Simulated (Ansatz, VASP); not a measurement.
Two plane-wave programs on BiAs

File INCAR:

```
SYSTEM = BiAs
PREC     = Accurate       ! precision mode
ENCUT    = 520            ! plane-wave cutoff, eV
EDIFF    = 1E-8           ! SCF threshold, eV
ISMEAR   = -1             ! smearing method
SIGMA    = 0.05           ! smearing width, eV
LREAL    = .FALSE.        ! projectors in reciprocal space
LASPH    = .TRUE.         ! aspherical terms in the spheres
NELM     = 100            ! most SCF steps
ALGO     = Normal         ! electronic algorithm
ISIF     = 2              ! what is computed and relaxed
LWAVE    = .FALSE.        ! write WAVECAR
LCHARG   = .FALSE.        ! write CHGCAR
GGA      = PE             ! functional
LEFG     = .TRUE.       
NBANDS   = 17             ! bands
```

Contents of KPOINTS:

```
regular mesh
0
G
  3 3 3
  0 0 0
```

File POSCAR:

```
BiAs
1.0
    0.0000000000      3.3531471192      3.3531471192
    3.3531471192      0.0000000000      3.3531471192
    3.3531471192      3.3531471192      0.0000000000
As Bi
1 1
Direct
    0.0000000000      0.0000000000      0.0000000000
    0.2500000000      0.2500000000      0.2500000000
```

Input for Ansatz:

```yaml
crystal:
  lattice:
    - [0.0, 3.3531471192, 3.3531471192]
    - [3.3531471192, 0.0, 3.3531471192]
    - [3.3531471192, 3.3531471192, 0.0]
  atoms:
    - { symbol: As, position: [0.0, 0.0, 0.0] }
    - { symbol: Bi, position: [0.25, 0.25, 0.25] }
kpoints:
  mp_grid: { grid: [3, 3, 3] }
scf:
  occupations: { method: fermi_dirac, width: 0.05 }
hamiltonian:
  xc: pbe
  pseudopotentials: { kind: paw }
output:
  forces: true
  stress: true
  eigenvalues: true
  efg: { contact_densities: true }
  write_density: true
  write_potential: true
  elf: true
  volumetric_format: npy
```

Alike in both runs: task electric field gradients; functional PBE; k mesh 3 × 3 × 3; occupations fermi-dirac, width 0.05 eV; no spin polarisation.

|  | VASP | Ansatz |
| --- | --- | --- |
| version | VASP 6.6.1 | Ansatz 0.2.0 |
| potentials or method | VASP PAW PBE potentials, release 64 (As, Bi_d) | PAW with Ansatz's default frozen-core files, scalar-relativistic |
| plane-wave cutoff (eV) | 520 | 420 |
| valence electrons in the cell | 20 | 30 |

```tsv
	VASP	Ansatz	Ansatz less VASP
pressure (GPa)	-1.2	-1.2	+0.01
```

VASP's potentials hold 20 valence electrons a cell and Ansatz's 30, so a difference there can come from the potentials and not from the codes.

The k mesh is coarse, so the values compare programs but aren't converged. Spin-orbit coupling is off throughout.
